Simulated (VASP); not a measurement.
# C (Fd-3m) in VASP: single point with LDA

Aim: the single point of C with LDA.

Everything below comes from runs of VASP 6.6.1. Logs are shortened: lines on timing, memory, paths and dates and some standing lists are left out, and cuts for length are marked.

## (1) The cell of the first run

The structure is cubic, space group Fd-3m (No. 227). Conventional cell: a = 3.567 Å, b = 3.567 Å, c = 3.567 Å, α = 90.00°, β = 90.00°, γ = 90.00°. Within 2.1 Å of C (site symmetry -43m) lie 4 C at 1.54 Å.

## (2) Single point, LDA

Contents of INCAR:

```
  PREC = Accurate
  ENCUT = 1300
  EDIFF = 1E-6
  ISMEAR = 0
  SIGMA = 0.05
  LREAL = F
  LASPH = T
  NELM = 120
  ALGO = Normal
  ISIF = 2
  LWAVE = F
  LCHARG = T
  LELF = T
  LVHAR = T
  NBANDS = 11
  GGA_COMPAT = F
```

Contents of KPOINTS:

```
regular mesh
0
Gamma
  12 12 12
```

Contents of POSCAR:

```
C
1.0
    0.0000000000      1.7834000000      1.7834000000
    1.7834000000      0.0000000000      1.7834000000
    1.7834000000      1.7834000000      0.0000000000
C
2
Direct
    0.5000000000      0.5000000000      0.5000000000
    0.7500000000      0.7500000000      0.7500000000
```

Potentials or basis: VASP PAW LDA potentials, release 64 (C_h).

Command:

```bash
cat potpaw_LDA.64/C_h/POTCAR > POTCAR
mpirun -np 1 vasp_std > vasp.out
```

OUTCAR:

```text
PREC = Accurate
   ENCUT = 1300
   EDIFF = 1E-6
   ISMEAR = 0
   LREAL = F
   LASPH = T
   NELM = 120
   ISIF = 2

 ion  position               nearest neighbor table
   1  0.500  0.500  0.500-
   2  0.750  0.750  0.750-

  LATTYP: Found a face centered cubic cell.
 ALAT       =     3.5668000000

  Lattice vectors:

 A1 = (   0.0000000000,   1.7834000000,   1.7834000000)
 A2 = (   1.7834000000,   0.0000000000,   1.7834000000)
 A3 = (   1.7834000000,   1.7834000000,   0.0000000000)

Analysis of symmetry for initial positions (statically):
=====================================================================
 Subroutine PRICEL returns:
 Original cell was already a primitive cell.

 Routine SETGRP: Setting up the symmetry group for a
 face centered cubic supercell.

 Subroutine GETGRP returns: Found 48 space group operations
 (whereof 24 operations were pure point group operations)
 out of a pool of 48 trial point group operations.

The static configuration has the point symmetry T_d .
 The point group associated with its full space group is O_h .

Analysis of symmetry for dynamics (positions and initial velocities):
=====================================================================
 Subroutine PRICEL returns:
 Original cell was already a primitive cell.

 Routine SETGRP: Setting up the symmetry group for a
 face centered cubic supercell.

 Subroutine GETGRP returns: Found 48 space group operations
 (whereof 24 operations were pure point group operations)
 out of a pool of 48 trial point group operations.

The dynamic configuration has the point symmetry T_d .
 The point group associated with its full space group is O_h .

 Subroutine INISYM returns: Found 48 space group operations
 (whereof 24 operations are pure point group operations),
 and found     1 'primitive' translations

----------------------------------------------------------------------------------------

                                     Primitive cell

  volume of cell :      11.3443

  direct lattice vectors                    reciprocal lattice vectors
     0.000000000  1.783400000  1.783400000    -0.280363351  0.280363351  0.280363351
     1.783400000  0.000000000  1.783400000     0.280363351 -0.280363351  0.280363351
     1.783400000  1.783400000  0.000000000     0.280363351  0.280363351 -0.280363351

  length of vectors
     2.522108467  2.522108467  2.522108467     0.485603568  0.485603568  0.485603568

  position of ions in fractional coordinates (direct lattice)
     0.500000000  0.500000000  0.500000000
     0.750000000  0.750000000  0.750000000

  ion indices of the primitive-cell ions
   primitive index   ion index
                 1           1
                 2           2

----------------------------------------------------------------------------------------

 KPOINTS: regular mesh

Automatic generation of k-mesh.
 Grid dimensions read from file:
 generate k-points for:   12   12   12

 Generating k-lattice:

  Cartesian coordinates                     Fractional coordinates (reciprocal lattice)
    -0.023363613  0.023363613  0.023363613     0.083333333  0.000000000  0.000000000
     0.023363613 -0.023363613  0.023363613     0.000000000  0.083333333  0.000000000
     0.023363613  0.023363613 -0.023363613     0.000000000  0.000000000  0.083333333

  Length of vectors
     0.040466964  0.040466964  0.040466964

  Shift w.r.t. Gamma in fractional coordinates (k-lattice)
     0.000000000  0.000000000  0.000000000

 Subroutine IBZKPT returns following result:
 ===========================================

 Found     72 irreducible k-points:

 Following reciprocal coordinates:
            Coordinates               Weight
  0.000000  0.000000  0.000000      1.000000
  0.083333  0.000000  0.000000      8.000000
  0.166667  0.000000  0.000000      8.000000
  0.250000  0.000000  0.000000      8.000000
  0.333333  0.000000  0.000000      8.000000
  0.416667  0.000000  0.000000      8.000000
[... 16 lines left out ...]
  0.500000  0.166667  0.000000     24.000000
 -0.416667  0.166667  0.000000     24.000000
 [... further k-points ...]
   k-points           NKPTS =     72   k-points in BZ     NKDIM =     72   number of bands    NBANDS=     11
   number of dos      NEDOS =    301   number of ions     NIONS =      2
   total plane-waves  NPLWV =  27000
   dimension x,y,z NGX =    30 NGY =   30 NGZ =   30
   dimension x,y,z NGXF=    60 NGYF=   60 NGZF=   60
   ions per type =               2
   NGX,Y,Z   is equivalent  to a cutoff of  19.77, 19.77, 19.77 a.u.
   NGXF,Y,Z  is equivalent  to a cutoff of  39.55, 39.55, 39.55 a.u.
 SYSTEM =  unknown system
   PREC   = accura    normal or accurate (medium, high low for compatibility)
   ISTART =      0    job   : 0-new  1-cont  2-samecut
   ICHARG =      2    charge: 1-file 2-atom 10-const
   ISPIN  =      1    spin polarized calculation?
   LNONCOLLINEAR =      F non collinear calculations
   LSORBIT =      F    spin-orbit coupling
   LASPH  =      T    aspherical Exc in radial PAW
   ENCUT  = 1300.0 eV  95.55 Ry    9.77 a.u.   7.41  7.41  7.41*2*pi/ulx,y,z
   NELM   =    120;   NELMIN=  2; NELMDL= -5     # of ELM steps
   EDIFF  = 0.1E-05   stopping-criterion for ELM
   LREAL  =      F    real-space projection
   EDIFFG = 0.1E-04   stopping-criterion for IOM
   NSW    =      0    number of steps for IOM
   IBRION =     -1    ionic relax: 0-MD 1-quasi-New 2-CG
   NFREE  =      0    steps in history (QN), initial steepest desc. (CG)
   ISIF   =      2    stress and relaxation
   ISYM   =      2    0-nonsym 1-usesym 2-fastsym
   POTIM  = 0.5000    time-step for ionic-motion
   TEBEG  =    0.0;   TEEND  =   0.0 temperature during run
   PSTRESS=    0.0 pullay stress
   NELECT =       8.0000    total number of electrons
   NUPDOWN=      -1.0000    fix difference up-down
   EMIN   =  10.00;   EMAX   =-10.00  energy-range for DOS
   EFERMI =   0.00;   METHOD = LEGACY
   ISMEAR =     0;   SIGMA  =   0.05  broadening in eV -4-tet -1-fermi 0-gaus
   EFERMI_NEDOS =   21; number of points for ismear=-14 and -15
   IALGO  =     38    algorithm
   IMIX   =      4    mixing-type and parameters
     AMIX     =   0.40;   BMIX     =  1.00
     AMIX_MAG =   1.60;   BMIX_MAG =  1.00
  volume/ion in A,a.u.               =       5.67        38.28
  Fermi-wavevector in a.u.,A,eV,Ry     =   1.457178  2.753668 28.890189  2.123369
  Thomas-Fermi vector in A             =   2.574010
   LORBIT       =      0    0 simple, 1 ext, 2 COOP (PROOUT), +10 PAW based schemes
   GGA     = CA    functional components
   LHFCALC =     F    Hartree Fock is set to
   AEXX    =    0.0000 exact exchange contribution
   IVDW    =     0    specifies the selected vdW correction
   LEPSILON=     F    determine dielectric tensor
   LRPA    =     F    only Hartree local field effects (RPA)
 non-spin polarized calculation
 Gauss-broadening in eV      SIGMA  =   0.05
  energy-cutoff  :     1300.00
  volume of cell :       11.34
 maximum number of plane-waves:      1243
 NGX is ok and might be reduce to    30
   NGX = 15   NGY = 15   NGZ = 15

 number of electron       8.0000000 magnetization

 Free energy of the ion-electron system (eV)
  ---------------------------------------------------
  ext. energy  EPLUGINS =         0.00000000
  ---------------------------------------------------
  free energy    TOTEN  =       -20.25590822 eV

  energy without entropy =      -20.25590822  energy(sigma->0) =      -20.25590822

 E-fermi :  11.1429     XC(G=0): -13.6496

 val. band max:       10.8646853424   @ k =   0.0000   0.0000   0.0000
 cond. band min:      14.9895242057   @ k =   0.3333   0.3333   0.0000
 fundamental gap:      4.1248388632
 Fermi energy:        11.1429306361

 k-point     1 :       0.0000    0.0000    0.0000
  band No.  band energies     occupation
      1     -10.4542      2.00000
      2      10.8647      2.00000
      3      10.8647      2.00000
      4      10.8647      2.00000
      5      16.4078      0.00000
      6      16.4078      0.00000
      7      16.4078      0.00000
      8      24.4124      0.00000
      9      29.8696      0.00000
     10      37.4841      0.00000
     11      37.4841      0.00000

 k-point     2 :       0.0833    0.0000    0.0000
  band No.  band energies     occupation
      1     -10.2621      2.00000
      2       9.6526      2.00000
      3      10.5429      2.00000
      4      10.5429      2.00000
      5      16.8283      0.00000
      6      16.8283      0.00000
      7      17.1254      0.00000
      8      24.5445      0.00000
      9      30.1788      0.00000
     10      35.2184      0.00000
     11      35.2184      0.00000

 k-point     3 :       0.1667    0.0000    0.0000
  band No.  band energies     occupation
      1      -9.6882      2.00000
      2       7.1457      2.00000
      3       9.8445      2.00000
      4       9.8445      2.00000
      5      17.7408      0.00000
      6      17.7408      0.00000
      7      18.2454      0.00000
      8      24.9214      0.00000
      9      30.8264      0.00000
     10      33.6090      0.00000
     11      33.6090      0.00000

 k-point     4 :       0.2500    0.0000    0.0000
  band No.  band energies     occupation
      1      -8.7402      2.00000
      2       4.3295      2.00000
      3       9.1246      2.00000
      4       9.1246      2.00000
      5      18.5895      0.00000
      6      18.5895      0.00000
      7      19.0565      0.00000
      8      25.4476      0.00000
      9      31.2573      0.00000
     10      33.1796      0.00000
     11      33.1796      0.00000

 k-point     5 :       0.3333    0.0000    0.0000
  band No.  band energies     occupation
      1      -7.4372      2.00000
      2       1.5612      2.00000
      3       8.5534      2.00000
      4       8.5534      2.00000
      5      19.0703      0.00000
      6      19.0703      0.00000
      7      19.5411      0.00000
      8      25.9287      0.00000
      9      31.5110      0.00000
     10      33.9870      0.00000
     11      33.9870      0.00000
[... 211 lines left out ...]
 k-point    21 :       0.3333    0.1667    0.0000
  band No.  band energies     occupation
      1      -7.6771      2.00000
      2       3.7122      2.00000
      3       7.0354      2.00000
      4       7.4833      2.00000
      5      16.8369      0.00000
      6      21.6250      0.00000
      7      21.6272      0.00000
      8      22.5500      0.00000
      9      31.6658      0.00000
     10      32.1876      0.00000
     11      37.8238      0.00000

 k-point    22 :       0.4167    0.1667    0.0000
  band No.  band energies     occupation
      1      -6.2797      2.00000
      2       1.1660      2.00000
      3       6.6389      2.00000
      4       6.8183      2.00000
      5      17.4896      0.00000
      6      21.7608      0.00000
      7      21.9935      0.00000
      8      23.4180      0.00000
      9      31.5981      0.00000
     10      33.1159      0.00000
     11      38.1225      0.00000

 k-point    23 :       0.5000    0.1667    0.0000
  band No.  band energies     occupation
      1      -4.6753      2.00000
      2      -1.0917      2.00000
      3       5.9205      2.00000
      4       6.9066      2.00000
      5      17.9034      0.00000
      6      21.4938      0.00000
      7      22.1368      0.00000
      8      24.9735      0.00000
      9      30.6860      0.00000
     10      34.3985      0.00000
     11      37.2802      0.00000

 k-point    24 :      -0.4167    0.1667    0.0000
  band No.  band energies     occupation
      1      -4.2258      2.00000
      2      -1.6271      2.00000
      3       5.4317      2.00000
      4       7.2856      2.00000
      5      18.3396      0.00000
      6      21.0092      0.00000
      7      22.1155      0.00000
      8      26.1044      0.00000
      9      30.0148      0.00000
     10      34.9157      0.00000
     11      35.1048      0.00000

 [... further k-points ...]
[... 5 lines left out ...]
  --------------------------------------------------------------------------------------
  -------------------------------------------------------------------------------------
  Total       -0.8692714     -0.8692714     -0.8692714      0.0000000      0.0000000      0.0000000
  in kB     -122.7692681   -122.7692681   -122.7692681      0.0000000      0.0000000      0.0000000
  external PRESSURE =    -122.7692681 kB  Pullay stress =       0.0000000 kB

 VOLUME and BASIS-vectors are now :
 -----------------------------------------------------------------------------
  energy-cutoff  :     1300.00
  volume of cell :       11.34
      direct lattice vectors                 reciprocal lattice vectors
     0.000000000  1.783400000  1.783400000    -0.280363351  0.280363351  0.280363351
     1.783400000  0.000000000  1.783400000     0.280363351 -0.280363351  0.280363351
     1.783400000  1.783400000  0.000000000     0.280363351  0.280363351 -0.280363351

 POSITION                                       TOTAL-FORCE (eV/Angst)
 -----------------------------------------------------------------------------------
      1.78340      1.78340      1.78340         0.000000     -0.000000     -0.000000
      2.67510      2.67510      2.67510        -0.000000      0.000000      0.000000
 -----------------------------------------------------------------------------------
    total drift:                                0.000000     -0.000000     -0.000000

  FREE ENERGIE OF THE ION-ELECTRON SYSTEM (eV)
  ---------------------------------------------------
  free  energy   TOTEN  =       -20.2559082170 eV

  energy  without entropy=      -20.2559082170  energy(sigma->0) =      -20.25590822
```

Wall time 14 s (1 thread of AMD EPYC 9R45 (Zen 5), shared host); peak memory 0.12 GiB.

Results:

- Free energy: -20.2559 eV
- Pressure: -12.3 GPa
- Band gap on the k mesh: 4.12 eV (least direct gap 5.54 eV)

Caveat: the cell stands under tension. As with any semilocal functional, this LDA gap is likely too small.
